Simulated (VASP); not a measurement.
Crystal: HfC.

```
Hf C
1.0
     0.00000    2.32500    2.32500
     2.32500    0.00000    2.32500
     2.32500    2.32500    0.00000
Hf C
1 1
Direct
  0.00000 0.00000 0.00000
  0.50000 0.50000 0.50000
```

| Property | Result |
| --- | --- |
| Program | VASP 6.6.1 |
| Task | relaxation of cell and atoms |
| Functional | PBEsol |
| Potentials or basis | VASP PAW PBE potentials, release 64 (Hf_pv, C) |
| Cutoff | 600 eV |
| k mesh | 7 × 7 × 7 |
| Occupations | fermi-dirac, width 0.05 eV |
| Spin | no spin polarisation |

At the start: pressure -7.0 GPa; volume 12.57 Å³/atom.

How do energy, volume and symmetry change on relaxing?

Over 3 steps the energy falls by 8.1 meV/atom and the volume is 12.21 Å³/atom (-2.8 %); space group Fm-3m (No. 225, to 0.1 Å) before and after.

The path:
| step | energy change (eV) | largest force (eV/Å) | pressure (GPa) | volume (Å³) |
| --- | --- | --- | --- | --- |
| 1 | 0.0000 | 0.0000 | -7.00 | 25.14 |
| 2 | 0.0363 | 0.0000 | 14.42 | 23.19 |
| 3 | -0.0162 | 0.0000 | -0.11 | 24.42 |

Final structure:
```yaml
crystal:
  lattice:
    - [0.00000, 2.30277, 2.30277]
    - [2.30277, 0.00000, 2.30277]
    - [2.30277, 2.30277, 0.00000]
  atoms:
    - { symbol: Hf, position: [0.00000, 0.00000, 0.00000] }
    - { symbol: C, position: [0.50000, 0.50000, 0.50000] }
```

Caveat: the PAW data sets were made with another functional, which shifts forces and pressure a little.
